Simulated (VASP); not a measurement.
Here is a VASP 6.6.1 calculation.

Contents of INCAR:

```
SYSTEM = BN
  PREC = Accurate
  ENCUT = 600
  EDIFF = 1E-6
  ISMEAR = 0
  SIGMA = 0.01
  LREAL = .False.
  LASPH = .True.
  NELM = 120
  ALGO = Normal
  ISIF = 2
  LWAVE = .False.
  LCHARG = .True.
  GGA = RE
  LELF = .True.
  LVHAR = .True.
  NBANDS = 16
  GGA_COMPAT = .False.
```

The input KPOINTS:

```
regular mesh
0
Gamma
  8 8 3
  0 0 0
```

Contents of POSCAR:

```
BN
1.0
    2.4558887675      0.0000000000      0.0000000000
   -1.2279443838      2.1268627450      0.0000000000
    0.0000000000      0.0000000000      6.5232087768
B N
2 2
Direct
    0.3333333333      0.6666666667      0.2500000000
    0.6666666667      0.3333333333      0.7500000000
    0.3333333333      0.6666666667      0.7500000000
    0.6666666667      0.3333333333      0.2500000000
```

Potentials or basis: VASP PAW PBE potentials, release 64 (B, N).

Command:

```bash
$ cat potpaw_PBE.64/B/POTCAR potpaw_PBE.64/N/POTCAR > POTCAR
$ mpirun -np 1 vasp_std > vasp.out
```

**Question.** What does it give for the band gap on the k mesh?

**Answer.** 4.41 eV, indirect (least direct gap 4.87 eV).

**Question.** Predict the pressure.

**Answer.** 22.5 GPa.

Stress tensor (GPa, compression positive):
```
31.16  0.00  0.00
 0.00 31.16  0.00
 0.00  0.00  5.29
```

Caveat: the PAW data sets were made with another functional, which shifts forces and pressure a little; this functional lacks dispersion, which binds the layers, so the pressure and a relaxed spacing across them are unreliable. revPBE gaps usually lie below the measured ones, often by a third to a half.
